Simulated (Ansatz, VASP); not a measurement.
Rh: VASP beside Ansatz

```
CELL_PARAMETERS angstrom
-0.09575 1.88958 1.91505
1.88958 -0.09575 1.91505
1.79383 1.79383 0.00000
ATOMIC_POSITIONS crystal
Rh 0.00000 0.00000 0.00000
```

Change from the starting cell: engineering shear strain xy -0.1000, equal normal strain along x and y -0.0133.

Alike in both runs: task single point; functional PBE; k mesh 20 × 20 × 20; occupations gaussian, width 0.15 eV; no spin polarisation.

|  | VASP | Ansatz |
| --- | --- | --- |
| version | VASP 6.6.1 | Ansatz 0.2.0 |
| potentials or method | VASP PAW PBE potentials, release 64 (Rh_pv), cutoff 520 eV | scalar-relativistic, plane waves, PAW |
| valence electrons in the cell | 15 | 17 |

VASP gave:

| Property | Result |
| --- | --- |
| gap on the k mesh at the Fermi level (eV) | none |
| pressure (GPa) | 11.3 |
| traceless stress, the component that is largest in VASP (GPa) | 21.77 |

Q: Which values does Ansatz return?

A: gap on the k mesh at the Fermi level (eV): none; pressure (GPa): 11.4; traceless stress, the component that is largest in VASP (GPa): 21.77.

A gap of «none» marks a metal or a gap that the smearing closes. The functional is the same, so the differences come from potentials, cutoffs and numerics. VASP's potentials hold 15 valence electrons a cell and Ansatz's 17, so a difference there can come from the potentials and not from the codes.
